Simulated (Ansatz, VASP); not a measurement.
This is a calculation of NbAs for Ansatz 0.2.0.

input.yaml

```yaml
crystal:
  lattice:
    - [-1.6906186857, 1.6906186857, 5.7207828749]
    - [1.6906186857, -1.6906186857, 5.7207828749]
    - [1.6906186857, 1.6906186857, -5.7207828749]
  atoms:
    - { symbol: Nb, position: [0.5, 0.0, 0.5] }
    - { symbol: Nb, position: [0.75, 0.75, 0.0] }
    - { symbol: As, position: [0.916, 0.416, 0.5] }
    - { symbol: As, position: [0.166, 0.166, 0.0] }
kpoints:
  mp_grid: { grid: [11, 11, 11] }
scf:
  occupations: { method: fermi_dirac, width: 0.05 }
hamiltonian:
  xc: pbe
  pseudopotentials: { kind: all_electron, lapw: { basis_error: 0.001 } }
output:
  forces: true
  stress: true
  eigenvalues: true
```

Potentials or basis: all-electron LAPW, scalar-relativistic.

The run is started by

```console
$ ansatz run input.yaml --threads 2 --pin off --max-ram 6144MiB --backend cpu --events-out ev --progress --plain --runs-dir out
```

Set up the same calculation for VASP 6.6.1. Potentials there: VASP PAW PBE potentials, release 64 (Nb_sv, As).

As run (the cutoff follows the program's own potentials):

Contents of INCAR:

```
SYSTEM = NbAs
PREC = Accurate
ENCUT = 520
EDIFF = 1E-6
ISMEAR = -1
SIGMA = 0.05
LREAL = .FALSE.
LASPH = .TRUE.
NELM = 100
ALGO = Normal
ISIF = 2
LWAVE = .FALSE.
LCHARG = .FALSE.
GGA = PE
NBANDS = 26
```

The input KPOINTS:

```
Automatic mesh
0
G
  11 11 11
  0 0 0
```

File POSCAR:

```
NbAs
1.0
   -1.6906186857      1.6906186857      5.7207828749
    1.6906186857     -1.6906186857      5.7207828749
    1.6906186857      1.6906186857     -5.7207828749
Nb As
2 2
Direct
    0.5000000000      0.0000000000      0.5000000000
    0.7500000000      0.7500000000      0.0000000000
    0.9160000000      0.4160000000      0.5000000000
    0.1660000000      0.1660000000      0.0000000000
```

Potentials or basis: VASP PAW PBE potentials, release 64 (Nb_sv, As).

The run is started by

```sh
$ cat potpaw_PBE.64/Nb_sv/POTCAR potpaw_PBE.64/As/POTCAR > POTCAR
$ mpirun -np 1 vasp_std > vasp.out
```

Both were run:

|  | VASP | Ansatz | Ansatz less VASP |
| --- | --- | --- | --- |
| gap on the k mesh at the Fermi level (eV) | 0.03 | 0.03 | 0.000 |
| least direct gap on the mesh (eV) | 0.09 | 0.09 | -0.002 |
| pressure (GPa) | 15.9 | 15.9 | -0.08 |
| traceless stress, the component that is largest in VASP (GPa) | -0.50 | -0.46 | +0.043 |
| rms of the force components (eV/Å) | 0.221 | 0.220 | -0.0009 |

Atom by atom the forces differ by 0.001 eV/Å (rms over components). Ansatz ran all-electron here, and VASP with PAW potentials.
